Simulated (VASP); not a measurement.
# Pb in VASP: notebook

The runs below take Pb through single point, with PBE0, PBE+D3(BJ).

Program: VASP 6.6.1. These are calculated values, not measurements. Logs are shortened: lines on timing, memory, paths and dates and some standing lists are left out, and cuts for length are marked.

### 1 The cell of the first run

It takes space group Fm-3m (No. 225, cubic). The conventional cell has a = 4.917 Å, b = 4.917 Å, c = 4.917 Å, α = 90.00°, β = 90.00°, γ = 90.00°. Pb (site symmetry m-3m) has 12 Pb at 3.48 Å within 4.6 Å.

### 2 Single point, PBE0

Contents of POSCAR:

```
Pb
1.0
    0.0000000000      2.4584086270      2.4584086270
    2.4584086270      0.0000000000      2.4584086270
    2.4584086270      2.4584086270      0.0000000000
Pb
1
Direct
    0.0000000000      0.0000000000      0.0000000000
```

Contents of INCAR.step1:

```
SYSTEM = Pb
PREC = Accurate
ENCUT = 520
EDIFF = 1E-5
ISMEAR = -1
SIGMA = 0.05
LREAL = .False.
LASPH = .True.
NELM = 60
ALGO = Normal
ISIF = 2
LWAVE = .True.
LCHARG = .False.
GGA = PE
NBANDS = 13
```

Contents of INCAR.step2:

```
SYSTEM = Pb
PREC = Accurate
ENCUT = 520
EDIFF = 1E-6
ISMEAR = -1
SIGMA = 0.05
LREAL = .False.
LASPH = .True.
NELM = 60
ALGO = Normal
ISIF = 2
LWAVE = .False.
LCHARG = .False.
GGA = PE
LHFCALC = .True.
AEXX = 0.25
PRECFOCK = Normal
ISTART = 1
NBANDS = 13
```

Contents of KPOINTS:

```
regular mesh
0
Gamma
  5 5 5
  0 0 0
```

Potentials or basis: VASP PAW PBE potentials, release 64 (Pb_d).

Launch:

```
cat potpaw_PBE.64/Pb_d/POTCAR > POTCAR
cp INCAR.step1 INCAR
mpirun -np 1 vasp_std > vasp.out
cp INCAR.step2 INCAR
mpirun -np 1 vasp_std > vasp.out
```

OUTCAR:

```text
SYSTEM = Pb
   PREC = Accurate
   ENCUT = 520
   EDIFF = 1E-6
   ISMEAR = -1
   LREAL = .False.
   LASPH = .True.
   NELM = 60
   ISIF = 2
   GGA = PE
   LHFCALC = .True.
   AEXX = 0.25
   PRECFOCK = Normal
   ISTART = 1

 ion  position               nearest neighbor table
   1  0.000  0.000  0.000-

  LATTYP: Found a face centered cubic cell.
 ALAT       =     4.9168172540

  Lattice vectors:

 A1 = (   0.0000000000,   2.4584086270,   2.4584086270)
 A2 = (   2.4584086270,   0.0000000000,   2.4584086270)
 A3 = (   2.4584086270,   2.4584086270,   0.0000000000)

Analysis of symmetry for initial positions (statically):
[... 5 lines left out ...]
 face centered cubic supercell.

 Subroutine GETGRP returns: Found 48 space group operations
 (whereof 48 operations were pure point group operations)
 out of a pool of 48 trial point group operations.

The static configuration has the point symmetry O_h .

Analysis of symmetry for dynamics (positions and initial velocities):
[... 5 lines left out ...]
 face centered cubic supercell.

 Subroutine GETGRP returns: Found 48 space group operations
 (whereof 48 operations were pure point group operations)
 out of a pool of 48 trial point group operations.

The dynamic configuration has the point symmetry O_h .

 Subroutine INISYM returns: Found 48 space group operations
 (whereof 48 operations are pure point group operations),
 and found     1 'primitive' translations

----------------------------------------------------------------------------------------

                                     Primitive cell

  volume of cell :      29.7161

  direct lattice vectors                    reciprocal lattice vectors
     0.000000000  2.458408627  2.458408627    -0.203383601  0.203383601  0.203383601
     2.458408627  0.000000000  2.458408627     0.203383601 -0.203383601  0.203383601
     2.458408627  2.458408627  0.000000000     0.203383601  0.203383601 -0.203383601

  length of vectors
     3.476714822  3.476714822  3.476714822     0.352270731  0.352270731  0.352270731

  position of ions in fractional coordinates (direct lattice)
     0.000000000  0.000000000  0.000000000

  ion indices of the primitive-cell ions
   primitive index   ion index
                 1           1

----------------------------------------------------------------------------------------

 KPOINTS: regular mesh

Automatic generation of k-mesh.
 Grid dimensions read from file:
 generate k-points for:    5    5    5

 Generating k-lattice:

  Cartesian coordinates                     Fractional coordinates (reciprocal lattice)
    -0.040676720  0.040676720  0.040676720     0.200000000  0.000000000  0.000000000
     0.040676720 -0.040676720  0.040676720     0.000000000  0.200000000  0.000000000
     0.040676720  0.040676720 -0.040676720     0.000000000  0.000000000  0.200000000

  Length of vectors
     0.070454146  0.070454146  0.070454146

  Shift w.r.t. Gamma in fractional coordinates (k-lattice)
     0.000000000  0.000000000  0.000000000

 Subroutine IBZKPT returns following result:
 ===========================================

 Found     10 irreducible k-points:

 Following reciprocal coordinates:
            Coordinates               Weight
  0.000000  0.000000  0.000000      1.000000
  0.200000  0.000000  0.000000      8.000000
  0.400000  0.000000  0.000000      8.000000
  0.200000  0.200000  0.000000      6.000000
  0.400000  0.200000  0.000000     24.000000
 -0.400000  0.200000  0.000000     24.000000
 -0.200000  0.200000  0.000000     12.000000
  0.400000  0.400000  0.000000      6.000000
 -0.400000  0.400000  0.000000     12.000000
 -0.400000  0.400000  0.200000     24.000000
   k-points           NKPTS =     10   k-points in BZ     NKDIM =    125   number of bands    NBANDS=     13
   number of dos      NEDOS =    301   number of ions     NIONS =      1
   total plane-waves  NPLWV =  21952
   dimension x,y,z NGX =    28 NGY =   28 NGZ =   28
   dimension x,y,z NGXF=    56 NGYF=   56 NGZF=   56
   ions per type =               1
   NGX,Y,Z   is equivalent  to a cutoff of  13.39, 13.39, 13.39 a.u.
   NGXF,Y,Z  is equivalent  to a cutoff of  26.78, 26.78, 26.78 a.u.
 SYSTEM =  Pb
   PREC   = accura    normal or accurate (medium, high low for compatibility)
   ISTART =      1    job   : 0-new  1-cont  2-samecut
   ICHARG =      0    charge: 1-file 2-atom 10-const
   ISPIN  =      1    spin polarized calculation?
   LNONCOLLINEAR =      F non collinear calculations
   LSORBIT =      F    spin-orbit coupling
   LASPH  =      T    aspherical Exc in radial PAW
   ENCUT  =  520.0 eV  38.22 Ry    6.18 a.u.   6.46  6.46  6.46*2*pi/ulx,y,z
   NELM   =     60;   NELMIN=  2; NELMDL=  0     # of ELM steps
   EDIFF  = 0.1E-05   stopping-criterion for ELM
   LREAL  =      F    real-space projection
   EDIFFG = 0.1E-04   stopping-criterion for IOM
   NSW    =      0    number of steps for IOM
   IBRION =     -1    ionic relax: 0-MD 1-quasi-New 2-CG
   NFREE  =      0    steps in history (QN), initial steepest desc. (CG)
   ISIF   =      2    stress and relaxation
   ISYM   =      3    0-nonsym 1-usesym 2-fastsym
   POTIM  = 0.5000    time-step for ionic-motion
   TEBEG  =    0.0;   TEEND  =   0.0 temperature during run
   PSTRESS=    0.0 pullay stress
   NELECT =      14.0000    total number of electrons
   NUPDOWN=      -1.0000    fix difference up-down
   EMIN   =  10.00;   EMAX   =-10.00  energy-range for DOS
   EFERMI =   0.00;   METHOD = LEGACY
   ISMEAR =    -1;   SIGMA  =   0.05  broadening in eV -4-tet -1-fermi 0-gaus
   EFERMI_NEDOS =   21; number of points for ismear=-14 and -15
   IALGO  =     38    algorithm
   IMIX   =      1    mixing-type and parameters
     AMIX     =   0.40;   BMIX     =  1.00
     AMIX_MAG =   1.60;   BMIX_MAG =  1.00
  volume/ion in A,a.u.               =      29.72       200.53
  Fermi-wavevector in a.u.,A,eV,Ry     =   1.273855  2.407238 22.078274  1.622707
  Thomas-Fermi vector in A             =   2.406656
   LORBIT       =      0    0 simple, 1 ext, 2 COOP (PROOUT), +10 PAW based schemes
   GGA     = PE    functional components
   LHFCALC =     T    Hartree Fock is set to
   PRECFOCK=normal    Normal, Fast or Accurate (Low or Medium for compatibility)
   ENCUT4O =  -1.0   cutoff for four orbital integrals eV
   NKREDX  =     1    reduce k-point grid by
   NKREDY  =     1    reduce k-point grid by
   NKREDZ  =     1    reduce k-point grid by
   AEXX    =    0.2500 exact exchange contribution
   HFSCREEN=    0.0000 screening length (either q_TF or 0.3 A-1)
   HFSCREENC=   0.0000 screening length for correlation (either q_TF or 0.3 A-1)
   ENCUTFOCK=  -1.0 apply spherical cutoff to Coloumb kernel
   IVDW    =     0    specifies the selected vdW correction
   LEPSILON=     F    determine dielectric tensor
   LRPA    =     F    only Hartree local field effects (RPA)
 non-spin polarized calculation
  energy-cutoff  :      520.00
  volume of cell :       29.72
 maximum number of plane-waves:       821
 NGX is ok and might be reduce to    28
  NGX = 20; NGY = 20; NGZ = 20

 number of electron      13.9999999 magnetization

 Free energy of the ion-electron system (eV)
  ---------------------------------------------------
  ext. energy  EPLUGINS =         0.00000000
  ---------------------------------------------------
  free energy    TOTEN  =        -4.53241401 eV

  energy without entropy =       -4.51971090  energy(sigma->0) =       -4.52606246

 E-fermi :   6.9780     XC(G=0):  -8.1262

 val. band max:        6.9524710604   @ k =  -0.4000   0.4000   0.2000
 cond. band min:       8.0829355555   @ k =  -0.2000   0.2000   0.0000
 fundamental gap:      1.1304644951
 Fermi energy:         6.9780133501

 k-point     1 :       0.0000    0.0000    0.0000
  band No.  band energies     occupation
      1     -12.0114      2.00000
      2     -12.0114      2.00000
      3     -12.0114      2.00000
      4     -11.8532      2.00000
      5     -11.8532      2.00000
      6      -6.2422      2.00000
      7      16.2001      0.00000
      8      16.2001      0.00000
      9      16.2001      0.00000
     10      18.3183      0.00000
     11      20.2171      0.00000
     12      21.2051      0.00000
     13      21.2051      0.00000

 k-point     2 :       0.2000    0.0000    0.0000
  band No.  band energies     occupation
      1     -12.0188      2.00000
      2     -11.9730      2.00000
      3     -11.9730      2.00000
      4     -11.8385      2.00000
      5     -11.8385      2.00000
      6      -5.3597      2.00000
      7      10.4038      0.00000
      8      15.3500      0.00000
      9      15.3500      0.00000
     10      17.6385      0.00000
     11      20.8835      0.00000
     12      21.6012      0.00000
     13      21.6012      0.00000

 k-point     3 :       0.4000    0.0000    0.0000
  band No.  band energies     occupation
      1     -12.0458      2.00000
      2     -11.9922      2.00000
      3     -11.9922      2.00000
      4     -11.7302      2.00000
      5     -11.7302      2.00000
      6      -2.8674      2.00000
      7       3.5530      2.00000
      8      14.3284      0.00000
      9      14.3284      0.00000
     10      17.5555      0.00000
     11      18.6329      0.00000
     12      20.0258      0.00000
     13      20.0258      0.00000

 k-point     4 :       0.2000    0.2000    0.0000
  band No.  band energies     occupation
      1     -12.0760      2.00000
      2     -11.9273      2.00000
      3     -11.8990      2.00000
      4     -11.8990      2.00000
      5     -11.8059      2.00000
      6      -5.0671      2.00000
      7      11.9771      0.00000
      8      13.1659      0.00000
      9      13.1659      0.00000
     10      16.4309      0.00000
     11      17.3246      0.00000
     12      24.8042      0.00000
     13      24.8050      0.00000

 k-point     5 :       0.4000    0.2000    0.0000
  band No.  band energies     occupation
      1     -12.0809      2.00000
      2     -11.9747      2.00000
      3     -11.8813      2.00000
      4     -11.8214      2.00000
      5     -11.7168      2.00000
      6      -3.0709      2.00000
      7       5.9290      2.00000
      8      11.1123      0.00000
      9      12.1317      0.00000
     10      15.6622      0.00000
     11      19.3766      0.00000
     12      23.0938      0.00000
     13      23.4398      0.00000

 k-point     6 :      -0.4000    0.2000    0.0000
  band No.  band energies     occupation
      1     -12.0437      2.00000
      2     -11.9554      2.00000
      3     -11.9076      2.00000
      4     -11.7906      2.00000
      5     -11.7342      2.00000
      6      -1.4673      2.00000
      7       3.2369      2.00000
      8       9.3241      0.00000
      9      12.9253      0.00000
     10      15.9925      0.00000
     11      21.4066      0.00000
     12      22.0253      0.00000
     13      24.6476      0.00000

 k-point     7 :      -0.2000    0.2000    0.0000
  band No.  band energies     occupation
      1     -12.0003      2.00000
      2     -11.9829      2.00000
      3     -11.8881      2.00000
      4     -11.8867      2.00000
      5     -11.7718      2.00000
      6      -3.9135      2.00000
      7       8.0829      0.00000
      8       9.9175      0.00000
      9      15.1545      0.00000
     10      17.7945      0.00000
     11      20.2724      0.00000
     12      21.3246      0.00000
     13      22.0733      0.00000

 k-point     8 :       0.4000    0.4000    0.0000
  band No.  band energies     occupation
      1     -12.1798      2.00000
      2     -12.0728      2.00000
      3     -11.7293      2.00000
      4     -11.7048      2.00000
      5     -11.7048      2.00000
      6      -1.6834      2.00000
      7       5.1393      2.00000
      8      10.4824      0.00000
      9      10.4824      0.00000
     10      13.9420      0.00000
     11      15.0706      0.00000
     12      27.3735      0.00000
     13      28.3758      0.00000

 k-point     9 :      -0.4000    0.4000    0.0000
  band No.  band energies     occupation
      1     -12.1317      2.00000
      2     -12.0281      2.00000
      3     -11.7621      2.00000
      4     -11.7482      2.00000
      5     -11.6998      2.00000
      6      -0.2153      2.00000
      7       3.9944      2.00000
      8       6.3996      1.99998
      9      10.8155      0.00000
     10      14.5450      0.00000
     11      18.5989      0.00000
     12      25.7599      0.00000
     13      26.7374      0.00000

 k-point    10 :      -0.4000    0.4000    0.2000
  band No.  band energies     occupation
      1     -12.0207      2.00000
      2     -12.0071      2.00000
      3     -11.8839      2.00000
      4     -11.7777      2.00000
      5     -11.7074      2.00000
      6      -0.9758      2.00000
      7       5.0268      2.00000
      8       6.9525      1.25001
      9       9.5162      0.00000
     10      18.4372      0.00000
     11      19.4950      0.00000
     12      21.0430      0.00000
     13      25.0509      0.00000

------------------------ aborting loop because EDIFF is reached ----------------------------------------

  FORCE on cell =-STRESS in cart. coord.  units (eV):
  Direction    XX          YY          ZZ          XY          YZ          ZX
  --------------------------------------------------------------------------------------
  -------------------------------------------------------------------------------------
  Total        0.2365724      0.2365724      0.2365724      0.0000000     -0.0000000      0.0000000
  in kB       12.7550571     12.7550571     12.7550571      0.0000000     -0.0000000      0.0000000
  external PRESSURE =      12.7550571 kB  Pullay stress =       0.0000000 kB

 VOLUME and BASIS-vectors are now :
 -----------------------------------------------------------------------------
  energy-cutoff  :      520.00
  volume of cell :       29.72
      direct lattice vectors                 reciprocal lattice vectors
     0.000000000  2.458408627  2.458408627    -0.203383601  0.203383601  0.203383601
     2.458408627  0.000000000  2.458408627     0.203383601 -0.203383601  0.203383601
     2.458408627  2.458408627  0.000000000     0.203383601  0.203383601 -0.203383601

 POSITION                                       TOTAL-FORCE (eV/Angst)
 -----------------------------------------------------------------------------------
      0.00000      0.00000      0.00000         0.000000      0.000000      0.000000
 -----------------------------------------------------------------------------------
    total drift:                               -0.000000     -0.000000      0.000000

  FREE ENERGIE OF THE ION-ELECTRON SYSTEM (eV)
  ---------------------------------------------------
  free  energy   TOTEN  =        -4.5324140127 eV

  energy  without entropy=       -4.5197109038  energy(sigma->0) =       -4.52606246
```

Run time: 4.6 min. Hardware: 1 thread of Intel Xeon Platinum 8559C (Emerald Rapids), shared host; peak memory 0.17 GiB.

What came out:

```
Free energy            : -4.5324 eV
Pressure               : 1.3 GPa
Band gap on the k mesh : zero (band 7 reaches 16.20 eV, above the bottom of band 8 at 6.40 eV)
```

Levels at points of the mesh, in eV from the Fermi level:
```tsv
k point	band 3	band 4	band 5	band 6	band 7	band 8	band 9	band 10	band 11	band 12
(0.00, 0.00, 0.00)	-18.99	-18.83	-18.83	-13.22	9.22	9.22	9.22	11.34	13.24	14.23
```

Caveat: the k points lie up to 0.44 Å⁻¹ apart; the PAW data sets were made with another functional, which shifts forces and pressure a little; spin-orbit coupling is left out, which moves the levels of the heavy elements.

(Part 1 of 2 ends here.)
